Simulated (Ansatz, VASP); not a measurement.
## One calculation of MgS, two programs

```
Mg S
1.0
     0.00000    2.66669    2.47157
     2.66669    0.00000    2.47157
     2.66669    2.66669    0.00000
Mg S
1 1
Cartesian
  0.0000 0.0000 0.0000
  2.6667 2.6667 2.4716
```

Change from the starting cell: strain +0.025 along x and y, -0.050 along z, atoms carried along.

Alike in both runs: task single point; functional LDA; k mesh 8 × 8 × 8; occupations gaussian, width 0.05 eV; no spin polarisation.

|  | VASP | Ansatz |
| --- | --- | --- |
| version | VASP 6.6.1 | Ansatz 0.2.0 |
| potentials or method | VASP PAW LDA potentials, release 64 (Mg, S), cutoff 520 eV | scalar-relativistic, plane waves, PAW |
| valence electrons in the cell | 8 | 16 |

VASP gave:

| Quantity | Value |
| --- | --- |
| gap on the k mesh at the Fermi level (eV) | 2.26 |
| least direct gap on the mesh (eV) | 3.39 |
| pressure (GPa) | -2.8 |
| traceless stress, the component that is largest in VASP (GPa) | 5.60 |

Task: Estimate Ansatz's values.

Result: gap on the k mesh at the Fermi level (eV): 2.27; least direct gap on the mesh (eV): 3.38; pressure (GPa): -2.2; traceless stress, the component that is largest in VASP (GPa): 5.59.

LDA's correlation is that of Perdew and Zunger in VASP and of Perdew and Wang (1992) in Ansatz. VASP's potentials hold 8 valence electrons a cell and Ansatz's 16, so a difference there can come from the potentials and not from the codes.
